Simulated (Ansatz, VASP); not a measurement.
## One calculation of W, two programs

Contents of INCAR:

```
SYSTEM = W
PREC = Accurate
ENCUT = 520
EDIFF = 1E-6
ISMEAR = -1
SIGMA = 0.08
LREAL = .FALSE.
LASPH = .TRUE.
NELM = 100
ALGO = Normal
ISIF = 2
LWAVE = .FALSE.
LCHARG = .FALSE.
GGA = PE
NBANDS = 13
```

File KPOINTS:

```
regular mesh
0
G
  18 18 16
  0 0 0
```

Contents of POSCAR:

```
W
1.0
    2.4215328906      0.0000000000      0.0000000000
   -1.2107664453      2.0971089993      0.0000000000
    0.0000000000      0.0000000000      2.2407688214
W
1
Direct
    0.0000000000      0.0000000000      0.0000000000
```

Input for Ansatz:

```yaml
crystal:
  lattice:
    - [2.4215328906, 0.0, 0.0]
    - [-1.2107664453, 2.0971089993, 0.0]
    - [0.0, 0.0, 2.2407688214]
  atoms:
    - { symbol: W, position: [0.0, 0.0, 0.0] }
kpoints:
  mp_grid: { grid: [18, 18, 16] }
scf:
  occupations: { method: fermi_dirac, width: 0.08 }
hamiltonian:
  xc: pbe
  pseudopotentials: { kind: paw }
output:
  forces: true
  stress: true
  eigenvalues: true
  populations: true
  write_density: true
  write_potential: true
  elf: true
  volumetric_format: npy
```

Change from the starting cell: volume scaled by 0.65, PAW files.

Alike in both runs: task single point; functional PBE; k mesh 18 × 18 × 16; occupations fermi-dirac, width 0.08 eV; no spin polarisation.

|  | VASP | Ansatz |
| --- | --- | --- |
| version | VASP 6.6.1 | Ansatz 0.2.0 |
| potentials or method | VASP PAW PBE potentials, release 64 (W_sv) | PAW with Ansatz's default frozen-core files, scalar-relativistic |
| plane-wave cutoff (eV) | 520 | 420 |
| valence electrons in the cell | 14 | 14 |

|  | VASP | Ansatz | Ansatz less VASP |
| --- | --- | --- | --- |
| pressure (GPa) | 248.7 | 239.5 | -9.15 |
| traceless stress, the component that is largest in VASP (GPa) | 3.45 | -0.04 | -3.498 |

Both programs put the cell under a high pressure, so it lies far from rest at this level.

Neither program's run includes spin-orbit coupling. Noted on VASP's run: the cell as given lies far from equilibrium.
